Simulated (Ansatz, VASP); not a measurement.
**One calculation of WCl6, two programs**

```
W Cl
1.0
    15.55182    0.00000    0.00000
     0.00000   15.59846    0.00000
     0.00000    0.00000   15.58223
W Cl
1 6
Direct
  0.50083 0.49926 0.50030
  0.64634 0.50021 0.49916
  0.35366 0.49917 0.50084
  0.49962 0.64740 0.49931
  0.49958 0.35260 0.50136
  0.49908 0.49954 0.64703
  0.49981 0.50003 0.35297
```

Alike in both runs: task relaxation of the atoms; functional PBE; dispersion D3(BJ); k mesh 1 × 1 × 1; occupations gaussian, width 0.005 eV; no spin polarisation.

|  | VASP | Ansatz |
| --- | --- | --- |
| version | VASP 6.6.1 | Ansatz 0.2.0 |
| potentials or method | VASP PAW PBE potentials, release 64 (W_sv, Cl), cutoff 520 eV | scalar-relativistic, plane waves, PAW |
| valence electrons in the cell | 56 | 56 |

```tsv
	VASP	Ansatz	Ansatz less VASP
gap on the k mesh at the Fermi level, each at its own relaxed structure (eV)	2.14	2.13	-0.008
```

Spin-orbit coupling is off throughout.
